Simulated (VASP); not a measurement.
Here is a VASP 6.6.1 calculation.

POSCAR

```
SiC
1.0
    3.0125762505      0.0000000000      0.0000000000
   -1.5062881252      2.6089675637      0.0000000000
    0.0000000000      0.0000000000      4.9450565506
Si C
2 2
Direct
    0.3333333333      0.6666666667     -0.0004083979
    0.6666666667      0.3333333333      0.4995916021
    0.3333333333      0.6666666667      0.3754083979
    0.6666666667      0.3333333333      0.8754083979
```

The input INCAR.step1:

```
ALGO = Normal
EDIFF = 1E-4
ENCUT = 520
GGA = PE
ISMEAR = 0
LASPH = True
LCHARG = False
LREAL = False
LWAVE = True
NBANDS = 16
NELM = 100
PREC = Accurate
SIGMA = 0.01
```

The input INCAR.step2:

```
ALGO = Normal
EDIFF = 1E-6
ENCUT = 520
ISIF = 2
ISMEAR = 0
ISTART = 1
LASPH = True
LCHARG = True
LELF = True
LMIXTAU = True
LREAL = False
LVHAR = True
LWAVE = False
METAGGA = R2SCAN
NBANDS = 16
NELM = 100
PREC = Accurate
SIGMA = 0.01
```

File KPOINTS:

```
k-points
0
Gamma
  9 9 4
```

Potentials or basis: VASP PAW PBE potentials, release 64 (Si, C).

The run is started by

```bash
$ cat potpaw_PBE.64/Si/POTCAR potpaw_PBE.64/C/POTCAR > POTCAR
$ cp INCAR.step1 INCAR
$ mpirun -np 1 vasp_std > vasp.out
$ cp INCAR.step2 INCAR
$ mpirun -np 1 vasp_std > vasp.out
```

Q: What does it give for the largest force?

A: 0.010 eV/Å.

Q: Estimate the band gap on the k mesh.

A: 2.57 eV, indirect (least direct gap 4.67 eV).

Q: Predict the pressure.

A: 15.6 GPa.

Forces in eV/Å, atoms in the order of the input:
```
Si   0.000  0.000  0.010
Si   0.000  0.000  0.010
C    0.000  0.000 -0.010
C    0.000  0.000 -0.010
```

Caveat: the PAW data sets were made with another functional, which shifts forces and pressure a little. A k mesh can miss the band edges.
